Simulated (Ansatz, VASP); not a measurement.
## One calculation of InP, two programs

```
In P
1.0
     0.00000    2.93435    2.87566
     2.93435    0.00000    2.87566
     2.93435    2.93435    0.00000
In P
1 1
Direct
  0.00000 0.00000 0.00000
  0.25000 0.25000 0.25000
```

Change from the starting cell: z stretched by -2 %, ions relaxed.

Alike in both runs: functional PBE; k mesh 13 × 13 × 13; occupations fermi-dirac, width 0.02 eV; no spin polarisation.

Ansatz relaxed the structure, and its values are those at the end. VASP's run is a single point on that final structure, the one shown.

|  | VASP | Ansatz |
| --- | --- | --- |
| version | VASP 6.6.1 | Ansatz 0.2.0 |
| potentials or method | VASP PAW PBE potentials, release 64 (In_d, P) | plane-wave PAW, scalar-relativistic |
| plane-wave cutoff (eV) | 520 | 420 |
| valence electrons in the cell | 18 | 18 |

```csv
,VASP,Ansatz,Ansatz less VASP
gap on the k mesh at the Fermi level (eV),0.74,0.74,+0.003
pressure (GPa),4.5,4.6,+0.07
```

The functional is the same, so the differences come from potentials, cutoffs and numerics. Ansatz's warnings: stress scf threshold loose.
